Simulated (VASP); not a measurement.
Here is a VASP 6.6.1 calculation.

File INCAR:

```
SYSTEM = BaTiO3
ALGO     = Normal         ! electronic algorithm
EDIFF    = 1E-8           ! SCF threshold, eV
ENCUT    = 520            ! plane-wave cutoff, eV
GGA      = PE             ! functional
ISIF     = 2              ! what is computed and relaxed
ISMEAR   = -1             ! smearing method
LASPH    = .True.         ! aspherical terms in the spheres
LCHARG   = .False.        ! write CHGCAR
LEFG     = .True.       
LREAL    = .False.        ! projectors in reciprocal space
LWAVE    = .False.        ! write WAVECAR
NBANDS   = 28             ! bands
NELM     = 100            ! most SCF steps
PREC     = Accurate       ! precision mode
SIGMA    = 0.08           ! smearing width, eV
```

Contents of KPOINTS:

```
k-points
0
Gamma
  7 7 7
  0 0 0
```

Contents of POSCAR:

```
BaTiO3
1.0
    3.8798060000      0.0000000000      0.0000000000
    0.0000000000      3.8798060000      0.0000000000
    0.0000000000      0.0000000000      4.0180000000
Ba Ti O
1 1 3
Direct
    0.0000000000      0.0000000000      0.0000000000
    0.5000000000      0.5000000000      0.4820000000
    0.5000000000      0.5000000000      0.0160000000
    0.5000000000      0.0000000000      0.5150000000
    0.0000000000      0.5000000000      0.5150000000
```

Potentials or basis: VASP PAW PBE potentials, release 64 (Ba_sv, Ti_sv, O).

Launch:

```console
$ cat potpaw_PBE.64/Ba_sv/POTCAR potpaw_PBE.64/Ti_sv/POTCAR potpaw_PBE.64/O/POTCAR > POTCAR
$ mpirun -np 1 vasp_std > vasp.out
```

Task: Predict the pressure.

Result: 17.0 GPa.

Task: Estimate the band gap on the k mesh.

Result: 2.00 eV, indirect (least direct gap 2.22 eV).

Electric field gradients, principal values (V/Å²):
```
atom    least   middle  greatest (by size)
1 Ba   -1.792   -1.792               3.584
2 Ti  -12.602  -12.602              25.205
 3 O  -10.157  -10.157              20.314
 4 O   -4.374  -13.267              17.641
 5 O   -4.374  -13.267              17.641
```

Caveat: the cell differs from its parent crystal (equal xx and yy strain of -3 %); without QUAD_EFG the Cq values of the log hold for a quadrupole moment of 1 mb, not for the nuclei; spin-orbit coupling is left out, which moves the levels of the heavy elements. A k mesh can miss the band edges.
